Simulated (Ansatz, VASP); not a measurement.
## TiC: VASP beside Ansatz

```
Ti C
1.0
     0.00000    2.20644    2.20644
     2.20644    0.00000    2.20644
     2.20644    2.20644    0.00000
Ti C
1 1
Direct
  0.00000 0.00000 0.00000
  0.50000 0.50000 0.50000
```

Change from the starting cell: volume scaled by 1.06, crystal datasets.

Alike in both runs: task electric field gradients; functional PBEsol; k mesh 16 × 16 × 16; occupations fermi-dirac, width 0.03 eV; no spin polarisation.

|  | VASP | Ansatz |
| --- | --- | --- |
| version | VASP 6.6.1 | Ansatz 0.2.0 |
| potentials or method | VASP PAW PBE potentials, release 64 (Ti_sv, C), cutoff 520 eV | all-electron PAW with datasets made for the crystal, scalar-relativistic |

Ansatz gave:

| Quantity | Value |
| --- | --- |
| pressure (GPa) | -18.7 |

**Question.** Which values does VASP return?

**Answer.** Pressure (GPa): -18.4.

VASP's potentials were made for PBE, not for PBEsol. Ansatz ran all-electron here, and VASP with PAW potentials.
